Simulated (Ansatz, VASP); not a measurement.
## One calculation of TaN, two programs

File INCAR:

```
SYSTEM = TaN
PREC = Accurate
ENCUT = 520
EDIFF = 1E-6
ISMEAR = 0
SIGMA = 0.05
LREAL = .False.
LASPH = .True.
NELM = 150
ALGO = Normal
ISIF = 2
LWAVE = .False.
LCHARG = .True.
LNONCOLLINEAR = .True.
MAGMOM = 0.03 0 0.05 0.03 0 0.05 0.01 0 0.02 0.01 0 0.02
LORBIT = 11
LMAXMIX = 4
LDAU = .True.
LDAUTYPE = 2
LDAUL = 2 -1
LDAUU = 6 0
LDAUJ = 0 0
LDAUPRINT = 1
GGA = PS
LVHAR = .True.
NBANDS = 46
```

File KPOINTS:

```
regular mesh
0
Gamma
  7 7 4
  0 0 0
```

POSCAR

```
TaN
1.0
    3.0500020400      0.0000000000      0.0000000000
   -1.5250010200      2.6413792500      0.0000000000
    0.0000000000      0.0000000000      4.9400015300
Ta N
2 2
Direct
    0.3333333333      0.6666666667      0.0000000000
    0.6666666667      0.3333333333      0.5000000000
    0.3333333333      0.6666666667      0.3850000000
    0.6666666667      0.3333333333      0.8850000000
```

Input for Ansatz:

```yaml
crystal:
  lattice:
    - [3.05000204, 0.0, 0.0]
    - [-1.52500102, 2.64137925, 0.0]
    - [0.0, 0.0, 4.94000153]
  atoms:
    - { symbol: Ta, position: [0.3333333333, 0.6666666667, 0.0], spin: 2.0, spin_axis: [0.0, 0.0, 1.0] }
    - { symbol: Ta, position: [0.6666666667, 0.3333333333, 0.5], spin: 2.0, spin_axis: [0.866025, 0.0, 0.5] }
    - { symbol: "N", position: [0.3333333333, 0.6666666667, 0.385] }
    - { symbol: "N", position: [0.6666666667, 0.3333333333, 0.885] }
basis:
  ecutwfc: 420
  ecutrho_ratio: 4
kpoints:
  mp_grid: { grid: [7, 7, 4] }
hamiltonian:
  xc: pbesol
  hubbard:
    sites:
      - { site: 0, l: d, u_eff: 6.0, starting_ns: [{ occupation_matrix: s0 }] }
      - { site: 1, l: d, u_eff: 6.0, starting_ns: [{ occupation_matrix: s1 }] }
    occupation_matrices:
      s0:
        spinor_matrix:
          - [[0.02, 0.0], [0.0, 0.0], [0.0, 0.0], [0.0, 0.0], [0.0, 0.0], [0.0, 0.0], [0.0, 0.0], [0.0, 0.0], [0.0, 0.0], [0.0, 0.0]]
          - [[0.0, 0.0], [0.28994, 0.0], [0.0, 0.0], [0.0, 0.0], [-0.42846, 0.0], [0.0, 0.0], [0.0, 0.0], [0.0, 0.0], [0.0, 0.0], [0.0, 0.0]]
          - [[0.0, 0.0], [0.0, 0.0], [0.28994, 0.0], [-0.42846, 0.0], [0.0, 0.0], [0.0, 0.0], [0.0, 0.0], [0.0, 0.0], [0.0, 0.0], [0.0, 0.0]]
          - [[0.0, 0.0], [0.0, 0.0], [-0.42846, 0.0], [0.70006, 0.0], [0.0, 0.0], [0.0, 0.0], [0.0, 0.0], [0.0, 0.0], [0.0, 0.0], [0.0, 0.0]]
          - [[0.0, 0.0], [-0.42846, 0.0], [0.0, 0.0], [0.0, 0.0], [0.70006, 0.0], [0.0, 0.0], [0.0, 0.0], [0.0, 0.0], [0.0, 0.0], [0.0, 0.0]]
          - [[0.0, 0.0], [0.0, 0.0], [0.0, 0.0], [0.0, 0.0], [0.0, 0.0], [0.02, 0.0], [0.0, 0.0], [0.0, 0.0], [0.0, 0.0], [0.0, 0.0]]
          - [[0.0, 0.0], [0.0, 0.0], [0.0, 0.0], [0.0, 0.0], [0.0, 0.0], [0.0, 0.0], [0.02, 0.0], [0.0, 0.0], [0.0, 0.0], [0.0, 0.0]]
          - [[0.0, 0.0], [0.0, 0.0], [0.0, 0.0], [0.0, 0.0], [0.0, 0.0], [0.0, 0.0], [0.0, 0.0], [0.02, 0.0], [0.0, 0.0], [0.0, 0.0]]
          - [[0.0, 0.0], [0.0, 0.0], [0.0, 0.0], [0.0, 0.0], [0.0, 0.0], [0.0, 0.0], [0.0, 0.0], [0.0, 0.0], [0.02, 0.0], [0.0, 0.0]]
          - [[0.0, 0.0], [0.0, 0.0], [0.0, 0.0], [0.0, 0.0], [0.0, 0.0], [0.0, 0.0], [0.0, 0.0], [0.0, 0.0], [0.0, 0.0], [0.02, 0.0]]
      s1:
        spinor_matrix:
          - [[0.02, 0.0], [0.0, 0.0], [0.0, 0.0], [0.0, 0.0], [0.0, 0.0], [0.0, 0.0], [0.0, 0.0], [0.0, 0.0], [0.0, 0.0], [0.0, 0.0]]
          - [[0.0, 0.0], [0.22245, 0.0], [0.0, 0.0], [0.0, 0.0], [0.32134, 0.0], [0.0, 0.0], [0.11689, 0.0], [0.0, 0.0], [0.0, 0.0], [0.18553, 0.0]]
          - [[0.0, 0.0], [0.0, 0.0], [0.22245, 0.0], [0.32134, 0.0], [0.0, 0.0], [0.0, 0.0], [0.0, 0.0], [0.11689, 0.0], [0.18553, 0.0], [0.0, 0.0]]
          - [[0.0, 0.0], [0.0, 0.0], [0.32134, 0.0], [0.53005, 0.0], [0.0, 0.0], [0.0, 0.0], [0.0, 0.0], [0.18553, 0.0], [0.29448, 0.0], [0.0, 0.0]]
          - [[0.0, 0.0], [0.32134, 0.0], [0.0, 0.0], [0.0, 0.0], [0.53005, 0.0], [0.0, 0.0], [0.18553, 0.0], [0.0, 0.0], [0.0, 0.0], [0.29448, 0.0]]
          - [[0.0, 0.0], [0.0, 0.0], [0.0, 0.0], [0.0, 0.0], [0.0, 0.0], [0.02, 0.0], [0.0, 0.0], [0.0, 0.0], [0.0, 0.0], [0.0, 0.0]]
          - [[0.0, 0.0], [0.11689, 0.0], [0.0, 0.0], [0.0, 0.0], [0.18553, 0.0], [0.0, 0.0], [0.08748, 0.0], [0.0, 0.0], [0.0, 0.0], [0.10711, 0.0]]
          - [[0.0, 0.0], [0.0, 0.0], [0.11689, 0.0], [0.18553, 0.0], [0.0, 0.0], [0.0, 0.0], [0.0, 0.0], [0.08748, 0.0], [0.10711, 0.0], [0.0, 0.0]]
          - [[0.0, 0.0], [0.0, 0.0], [0.18553, 0.0], [0.29448, 0.0], [0.0, 0.0], [0.0, 0.0], [0.0, 0.0], [0.10711, 0.0], [0.19002, 0.0], [0.0, 0.0]]
          - [[0.0, 0.0], [0.18553, 0.0], [0.0, 0.0], [0.0, 0.0], [0.29448, 0.0], [0.0, 0.0], [0.10711, 0.0], [0.0, 0.0], [0.0, 0.0], [0.19002, 0.0]]
    ns_hold: { iters: 8 }
scf:
  occupations: { method: gaussian, width: 0.05 }
  lower_state_search: "off"
  max_iter: 150
output:
  forces: true
  stress: true
  eigenvalues: true
  populations: true
  hubbard: { sites: [{ site: 0, l: d }, { site: 1, l: d }] }
  write_density: true
  write_potential: true
  elf: true
  volumetric_format: npy
magnetization:
  noncollinear: true
  spin_orbit: false
```

Alike in both runs: task single point; functional PBEsol; k mesh 7 × 7 × 4; occupations gaussian, width 0.05 eV; non-collinear spin; Hubbard terms Ta d U = 6.0 eV.

|  | VASP | Ansatz |
| --- | --- | --- |
| version | VASP 6.6.1 | Ansatz 0.2.0 |
| potentials or method | VASP PAW PBE potentials, release 64 (Ta_pv, N), cutoff 520 eV | scalar-relativistic, plane waves, PAW |
| valence electrons in the cell | 32 | 36 |

```csv
,VASP,Ansatz,Ansatz less VASP
gap on the k mesh at the Fermi level (eV),none,none,-
rms of the force components (eV/Å),1.394,1.297,-0.0967
net moment per atom (μB),0.00,0.04,+0.041
size of the moment on the site where the two differ most (μB),0.00,0.05,+0.053
```

VASP's potentials were made for PBE, not for PBEsol. Site moments also hang on the region over which each program counts them. The programs project onto different local orbitals, so the same U acts differently, and such runs can settle in different states. Atom by atom the forces differ by 0.097 eV/Å (rms over components). A gap of «none» marks a metal or a gap that the smearing closes. VASP's potentials hold 32 valence electrons a cell and Ansatz's 36, so a difference there can come from the potentials and not from the codes. Ansatz's warnings: filled band counts differ across k points, seeded moment not kept, specified occupation not kept.

Spin-orbit coupling is off throughout.
